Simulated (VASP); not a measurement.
# Mo (P6/mmm) in VASP: notebook, part 2 of 2

VASP 6.6.1. The steps go on from the part before.

### 3 Single point, BLYP (volume scaled by 0.96)

File INCAR:

```
PREC = Accurate
ENCUT = 520
EDIFF = 1E-6
ISMEAR = -1
SIGMA = 0.1
LREAL = F
LASPH = T
NELM = 60
ALGO = Normal
ISIF = 2
LWAVE = F
LCHARG = F
GGA = B5
ALDAX = 1.0
AGGAX = 1.0
AGGAC = 1.0
ALDAC = 0.0
NBANDS = 28
```

File KPOINTS:

```
Automatic mesh
0
Gamma
  9 9 14
```

File POSCAR:

```
Mo
1.0
    4.6744457475      0.0000000000      0.0000000000
   -2.3372228737      4.0481887659      0.0000000000
    0.0000000000      0.0000000000      2.5564949446
Mo
3
Direct
    0.0000000000      1.0000000000      1.0000000000
    0.3333333333      0.6666666667      0.5000000000
    0.6666666667      0.3333333333      0.5000000000
```

Potentials or basis: VASP PAW PBE potentials, release 64 (Mo_sv).

Run with:

```bash
cat potpaw_PBE.64/Mo_sv/POTCAR > POTCAR
mpirun -np 1 vasp_std > vasp.out
```

Wall time 53 s (1 thread of Intel Xeon Platinum 8559C (Emerald Rapids), shared host); peak memory 0.22 GiB.

Results (log left out):

```
Free energy            : -27.4298 eV
Pressure               : 10.4 GPa
Band gap on the k mesh : zero (band 21 reaches 13.36 eV, above the bottom of band 22 at 11.88 eV)
```

Stress tensor (GPa, compression positive):
```
10.31  0.00  0.00
 0.00 10.31  0.00
 0.00  0.00 10.56
```

Levels at points of the mesh, in eV from the Fermi level:
| k point | band 17 | band 18 | band 19 | band 20 | band 21 | band 22 | band 23 | band 24 | band 25 | band 26 |
| --- | --- | --- | --- | --- | --- | --- | --- | --- | --- | --- |
| (0.00, 0.00, 0.00) | -2.09 | -2.09 | -2.01 | -2.01 | -0.58 | -0.58 | 1.71 | 1.71 | 1.81 | 1.81 |
| (0.00, 0.00, 0.50) | -2.56 | -1.28 | -1.18 | -1.18 | 0.07 | 0.07 | 2.27 | 2.27 | 2.98 | 2.98 |

Caveat: the PAW data sets were made with another functional, which shifts forces and pressure a little.

### 4 Single point, BLYP (volume scaled by 1.04)

File INCAR:

```
PREC     = Accurate       # precision mode
ENCUT    = 520            # plane-wave cutoff, eV
EDIFF    = 1E-6           # SCF threshold, eV
ISMEAR   = -1             # smearing method
SIGMA    = 0.1            # smearing width, eV
LREAL    = F              # projectors in reciprocal space
LASPH    = T              # aspherical terms in the spheres
NELM     = 80             # most SCF steps
ALGO     = Normal         # electronic algorithm
ISIF     = 2              # what is computed and relaxed
LWAVE    = F              # write WAVECAR
LCHARG   = F              # write CHGCAR
GGA      = B5             # functional
ALDAX    = 1.0          
AGGAX    = 1.0          
AGGAC    = 1.0          
ALDAC    = 0.0          
NBANDS   = 28             # bands
```

KPOINTS is that of step 3.

File POSCAR:

```
Mo
1.0
    4.8008428756      0.0000000000      0.0000000000
   -2.4004214378      4.1576518898      0.0000000000
    0.0000000000      0.0000000000      2.6256226309
Mo
3
Direct
    0.0000000000      1.0000000000      1.0000000000
    0.3333333333      0.6666666667      0.5000000000
    0.6666666667      0.3333333333      0.5000000000
```

Run with:

```bash
cat potpaw_PBE.64/Mo_sv/POTCAR > POTCAR
mpirun -np 1 vasp_std > vasp.out
```

It took 60 s on 1 thread of Intel Xeon Platinum 8559C (Emerald Rapids), shared host; peak memory 0.23 GiB.

The run converged. Its results:

```
Free energy            : -27.4587 eV
Pressure               : -7.0 GPa
Band gap on the k mesh : zero (band 21 reaches 12.09 eV, above the bottom of band 22 at 10.76 eV)
```

Stress tensor (GPa, compression positive):
```
-6.28  0.00  0.00
 0.00 -6.28  0.00
 0.00  0.00 -8.36
```

Levels at points of the mesh, in eV from the Fermi level:
| k point | band 18 | band 19 | band 20 | band 21 | band 22 | band 23 | band 24 | band 25 |
| --- | --- | --- | --- | --- | --- | --- | --- | --- |
| (0.00, 0.00, 0.00) | -1.93 | -1.85 | -1.85 | -0.49 | -0.49 | 1.57 | 1.57 | 1.66 |
| (0.00, 0.00, 0.50) | -1.26 | -1.01 | -1.01 | 0.06 | 0.06 | 2.04 | 2.04 | 2.67 |

Caveat: the PAW data sets were made with another functional, which shifts forces and pressure a little.

### 5 Single point, BLYP (volume scaled by 1.08)

INCAR: that of step 4 with these lines changed.

```diff
@@ -7,3 +7,3 @@
 LASPH    = T              # aspherical terms in the spheres
-NELM     = 80             # most SCF steps
+NELM     = 100            # most SCF steps
 ALGO     = Normal         # electronic algorithm
```

KPOINTS is that of step 4.

File POSCAR:

```
Mo
1.0
    4.8616194905      0.0000000000      0.0000000000
   -2.4308097453      4.2102859823      0.0000000000
    0.0000000000      0.0000000000      2.6588618890
Mo
3
Direct
    0.0000000000      1.0000000000      1.0000000000
    0.3333333333      0.6666666667      0.5000000000
    0.6666666667      0.3333333333      0.5000000000
```

Run with:

```bash
cat potpaw_PBE.64/Mo_sv/POTCAR > POTCAR
mpirun -np 1 vasp_std > vasp.out
```

Wall time 56 s (1 thread of Intel Xeon Platinum 8559C (Emerald Rapids), shared host); peak memory 0.24 GiB.

The run converged. Its results:

* Free energy: -27.3307 eV
* Pressure: -13.2 GPa
* Band gap on the k mesh: zero (band 21 reaches 11.51 eV, above the bottom of band 22 at 10.25 eV)

Stress tensor (GPa, compression positive):
```
-12.27   0.00   0.00
  0.00 -12.27   0.00
  0.00   0.00 -15.19
```

Levels at points of the mesh, in eV from the Fermi level:
| k point | band 18 | band 19 | band 20 | band 21 | band 22 | band 23 | band 24 | band 25 |
| --- | --- | --- | --- | --- | --- | --- | --- | --- |
| (0.00, 0.00, 0.00) | -1.85 | -1.77 | -1.77 | -0.45 | -0.45 | 1.50 | 1.50 | 1.59 |
| (0.00, 0.00, 0.50) | -1.24 | -0.94 | -0.94 | 0.05 | 0.05 | 1.93 | 1.93 | 2.53 |

Caveat: the PAW data sets were made with another functional, which shifts forces and pressure a little.

### 6 Single point, BLYP (volume scaled by 1.12)

File INCAR:

```
AGGAC = 1.0
AGGAX = 1.0
ALDAC = 0.0
ALDAX = 1.0
ALGO = Normal
EDIFF = 1E-6
ENCUT = 520
GGA = B5
ISIF = 2
ISMEAR = -1
LASPH = T
LCHARG = F
LREAL = F
LWAVE = F
NBANDS = 28
NELM = 100
PREC = Accurate
SIGMA = 0.1
```

File KPOINTS:

```
k-points
0
Gamma
  9 9 14
```

File POSCAR:

```
Mo
1.0
    4.9209133768      0.0000000000      0.0000000000
   -2.4604566884      4.2616359941      0.0000000000
    0.0000000000      0.0000000000      2.6912902299
Mo
3
Direct
    0.0000000000      1.0000000000      1.0000000000
    0.3333333333      0.6666666667      0.5000000000
    0.6666666667      0.3333333333      0.5000000000
```

Potentials or basis: VASP PAW PBE potentials, release 64 (Mo_sv).

Run with:

```bash
cat potpaw_PBE.64/Mo_sv/POTCAR > POTCAR
mpirun -np 1 vasp_std > vasp.out
```

OUTCAR:

```text
EDIFF = 1E-6
   ENCUT = 520
   GGA = B5
   ISIF = 2
   ISMEAR = -1
   LASPH = T
   LREAL = F
   NELM = 100
   PREC = Accurate

 ion  position               nearest neighbor table
   1  0.000  0.000  0.000-   2 3.14   3 3.14   2 3.14   3 3.14   2 3.14   2 3.14   3 3.14   3 3.14
                             3 3.14   3 3.14   2 3.14   2 3.14
   2  0.333  0.667  0.500-   3 2.84   3 2.84   3 2.84   1 3.14   1 3.14   1 3.14   1 3.14   1 3.14
                             1 3.14
   3  0.667  0.333  0.500-   2 2.84   2 2.84   2 2.84   1 3.14   1 3.14   1 3.14   1 3.14   1 3.14
                             1 3.14
[... 936 lines left out ...]
     28      13.0004      0.00000

 [... further k-points ...]
[... 5 lines left out ...]
  --------------------------------------------------------------------------------------
  -------------------------------------------------------------------------------------
  Total       -6.0163610     -6.0163610     -7.2913640      0.0000000      0.0000000      0.0000000
  in kB     -170.7897738   -170.7897738   -206.9839900      0.0000000      0.0000000      0.0000000
  external PRESSURE =    -182.8545125 kB  Pullay stress =       0.0000000 kB

 VOLUME and BASIS-vectors are now :
 -----------------------------------------------------------------------------
  energy-cutoff  :      520.00
  volume of cell :       56.44
      direct lattice vectors                 reciprocal lattice vectors
     4.920913377  0.000000000  0.000000000     0.203214307  0.117325835  0.000000000
    -2.460456688  4.261635994  0.000000000     0.000000000  0.234651669  0.000000000
     0.000000000  0.000000000  2.691290230     0.000000000  0.000000000  0.371568993

 POSITION                                       TOTAL-FORCE (eV/Angst)
 -----------------------------------------------------------------------------------
      0.00000      0.00000      0.00000        -0.000000      0.000000      0.000000
     -0.00000      2.84109      1.34565         0.000000      0.000000      0.000000
      2.46046      1.42055      1.34565         0.000000     -0.000000     -0.000000
 -----------------------------------------------------------------------------------
    total drift:                                0.000000     -0.000000      0.000000

  FREE ENERGIE OF THE ION-ELECTRON SYSTEM (eV)
  ---------------------------------------------------
  free  energy   TOTEN  =       -27.1318044557 eV

  energy  without entropy=      -26.9833817355  energy(sigma->0) =      -27.05759310
```

Run time: 66 s. Hardware: 1 thread of Intel Xeon Platinum 8559C (Emerald Rapids), shared host; peak memory 0.24 GiB.

Results:

* Free energy: -27.1318 eV
* Pressure: -18.3 GPa
* Band gap on the k mesh: zero (band 21 reaches 10.94 eV, above the bottom of band 22 at 9.77 eV)

Caveat: the PAW data sets were made with another functional, which shifts forces and pressure a little.

### 7 Summary

```tsv
cell	gap on the mesh (eV)	pressure (GPa)
a = 4.541, b = 4.541, c = 2.483 Å, angles 90.0, 90.0, 120.0°, 3 atoms	none	37.0
a = 4.674, b = 4.674, c = 2.556 Å, angles 90.0, 90.0, 120.0°, 3 atoms	none	10.4
a = 4.801, b = 4.801, c = 2.626 Å, angles 90.0, 90.0, 120.0°, 3 atoms	none	-7.0
a = 4.862, b = 4.862, c = 2.659 Å, angles 90.0, 90.0, 120.0°, 3 atoms	none	-13.2
a = 4.921, b = 4.921, c = 2.691 Å, angles 90.0, 90.0, 120.0°, 3 atoms	none	-18.3
```

Alike in all rows: task single point; level BLYP; potentials or basis VASP PAW PBE potentials, release 64 (Mo_sv); no spin polarisation; k mesh 9 × 9 × 14; cutoff (eV) 520; smearing fermi-dirac 0.1 eV.

Caveats: the PAW data sets were made with another functional, which shifts forces and pressure a little.

Total energies depend on the potentials used, so only differences within one code and one set of settings carry meaning.
